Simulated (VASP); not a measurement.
MnO2: single point with PBE+U

Crystal: MnO2.

```
CELL_PARAMETERS angstrom
4.39830 0.00000 0.00000
0.00000 4.39830 0.00000
0.00000 0.00000 2.87300
ATOMIC_POSITIONS crystal
Mn 0.00000 0.00000 0.00000
Mn 0.50000 0.50000 0.50000
O 0.30515 0.30515 0.00000
O 0.19485 0.80515 0.50000
O 0.69485 0.69485 0.00000
O 0.80515 0.19485 0.50000
```

| Item | Value |
| --- | --- |
| Program | VASP 6.6.1 |
| Task | single point |
| Functional | PBE |
| Potentials or basis | VASP PAW PBE potentials, release 64 (Mn_pv, O) |
| Cutoff | 600 eV |
| k mesh | 5 × 5 × 7 |
| Occupations | gaussian, width 0.1 eV |
| Spin | collinear spin |
| Starting moments | [0.14, 0.14, 0.0, 0.0, 0.0, 0.0] μB |
| Hubbard terms | Mn d U = 6.3 eV |
| Dipole correction | no |
| Further INCAR settings | ALGO = Normal; EDIFF = 1e-06; NBANDS = 38 |

```json
{
 "Pressure": "17.3 GPa",
 "Largest force": "0.201 eV/Å",
 "Net moment": "6.06 μB per cell",
 "Site moments": "Mn +3.28; O -0.14 μB",
 "Valence electrons inside the program's atomic spheres": "Mn 11.66; O 5.06"
}
```

Forces on the atoms (eV/Å):
```
Mn   0.000  0.000  0.000
Mn   0.000  0.000  0.000
O   -0.142 -0.142  0.000
O    0.142 -0.142  0.000
O    0.142  0.142  0.000
O   -0.142  0.142  0.000
```

Stress tensor (GPa, compression positive):
```
14.80  0.00  0.00
 0.00 14.80  0.00
 0.00  0.00 22.37
```

Levels at points of the mesh, in eV from the Fermi level:
Spin up:
```tsv
k point	band 25	band 26	band 27	band 28	band 29	band 30	band 31	band 32
(0.00, 0.00, 0.00)	-0.89	-0.64	-0.35	-0.35	0.22	2.86	2.86	3.32
```
Spin down:
```csv
k point,band 19,band 20,band 21,band 22,band 23,band 24,band 25,band 26
"(0.00, 0.00, 0.00)",-1.25,-0.51,-0.51,0.21,2.86,2.87,3.30,3.30
```

Eigenvalues of the final occupation matrices:
```csv
site,spin,trace,eigenvalues
site 1 d,1,4.04,0.56 0.57 0.96 0.97 0.98
site 1 d,2,0.81,0.05 0.08 0.08 0.28 0.31
site 2 d,1,4.04,0.56 0.57 0.96 0.97 0.98
site 2 d,2,0.81,0.05 0.08 0.08 0.28 0.31
```

Wall time 4.8 min on 1 thread of Intel Xeon 8259CL (shared host), peak memory 0.25 GiB.

Caveat: the cell stands under pressure.
